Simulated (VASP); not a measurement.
Runs of VASP 6.6.1 on Br. The structure is that of space group Fm-3m (No. 225), or close to it. The cells are those of the table. 

```csv
task,cell,k mesh,cutoff (eV),gap on the mesh (eV),pressure (GPa),relaxed volume (Å³/atom)
relaxation of cell and atoms,"relaxed from a = 3.315 Å, angles 60.0°, 1 atom",16 × 16 × 16,600,none,0.1,25.92
relaxation of cell and atoms,"relaxed from a = 3.611 Å, angles 60.0°, 1 atom",6 × 6 × 6,600,none,0.1,(b)
single point,"a = 3.611 Å, angles 60.0°, 1 atom",6 × 6 × 6,520,none,-4.3,-
single point,"a = 3.324 Å, angles 60.0°, 1 atom",16 × 16 × 16,520,none,(a),-
single point,"a = 3.315 Å, angles 60.0°, 1 atom",6 × 6 × 6,520,none,0.2,-
```

Alike in all rows: level r2SCAN; potentials or basis VASP PAW PBE potentials, release 64 (Br); no spin polarisation; smearing gaussian 0.1 eV.

Question: Estimate the missing entries.

Answer: (a) 0.0; (b) 25.77.

Caveats: some runs use coarse meshes; the PAW data sets were made with another functional, which shifts forces and pressure a little; an odd number of electrons without spin polarisation forces a metal; a magnetic or distorted state may lie lower; the volume moved by over 15 % at a fixed basis, so the end points are rough (at least some runs); the cell stands under tension (at least some runs).

A k mesh can miss the band edges, and the runs leave out spin-orbit coupling on Br.

A gap of «none» marks levels without a gap at the run's occupations.
